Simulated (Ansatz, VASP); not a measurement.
# Two plane-wave programs on MgB

File INCAR:

```
ALGO     = Normal         # electronic algorithm
EDIFF    = 1E-7           # SCF threshold, eV
EDIFFG   = -0.04          # ionic threshold
ENCUT    = 600            # plane-wave cutoff, eV
GGA      = PE             # functional
GGA_COMPAT= F            
IBRION   = 2              # ionic algorithm
ISIF     = 3              # what is computed and relaxed
ISMEAR   = 0              # smearing method
LASPH    = T              # aspherical terms in the spheres
LCHARG   = F              # write CHGCAR
LREAL    = F              # projectors in reciprocal space
LWAVE    = F              # write WAVECAR
NELM     = 120            # most SCF steps
NELMIN   = 4            
NSW      = 90             # ionic steps
PREC     = Accurate       # precision mode
SIGMA    = 0.1            # smearing width, eV
```

KPOINTS

```
k-points
0
Gamma
  6 6 2
```

File POSCAR:

```
MgB
1.0
    2.9404939200      0.0000000000      0.0000000000
   -1.4702469600      2.5465424300      0.0000000000
    0.0000000000      0.0000000000      8.1291988400
Mg B
2 2
Direct
    0.3333333300      0.6666666700      0.6685959000
    0.6666666700      0.3333333300      0.3314041000
    0.6666666700      0.3333333300      0.9005270000
    0.3333333300      0.6666666700      0.0994730000
```

Input for Ansatz:

```yaml
crystal:
  lattice:
    - [2.94049392, 0.0, 0.0]
    - [-1.47024696, 2.54654243, 0.0]
    - [0.0, 0.0, 8.12919884]
  atoms:
    - { symbol: Mg, position: [0.33333333, 0.66666667, 0.6685959] }
    - { symbol: Mg, position: [0.66666667, 0.33333333, 0.3314041] }
    - { symbol: B, position: [0.66666667, 0.33333333, 0.900527] }
    - { symbol: B, position: [0.33333333, 0.66666667, 0.099473] }
basis:
  ecutwfc: 420
kpoints:
  mp_grid: { grid: [6, 6, 2] }
hamiltonian:
  xc: pbe
scf:
  occupations: { method: gaussian, width: 0.1 }
  lower_state_search: "off"
output:
  forces: true
  stress: true
  eigenvalues: true
relax:
  adjacent_minimum: "off"
  f_tol: 0.04
  max_steps: 70
  cell: { stress_tol: 0.4 }
```

Alike in both runs: task relaxation of cell and atoms; functional PBE; k mesh 6 × 6 × 2; occupations gaussian, width 0.1 eV; no spin polarisation.

```csv
,VASP,Ansatz
version,VASP 6.6.1,Ansatz 0.2.0
potentials or method,"VASP PAW PBE potentials, release 64 (Mg, B), cutoff 600 eV","scalar-relativistic, plane waves, PAW"
valence electrons in the cell,10,26
```

|  | VASP | Ansatz | Ansatz less VASP |
| --- | --- | --- | --- |
| gap on the k mesh at the Fermi level, each at its own relaxed structure (eV) | none | none | - |
| relaxed volume (Å³/atom) | 13.80 | 13.82 | +0.016 |
| relaxed cell length with the largest relative difference (Å) | 6.866 | 6.873 | +0.0067 |

A gap of «none» marks a metal or a gap that the smearing closes. VASP's potentials hold 10 valence electrons a cell and Ansatz's 26, so a difference there can come from the potentials and not from the codes.

The k mesh is coarse, so the values compare programs but aren't converged.
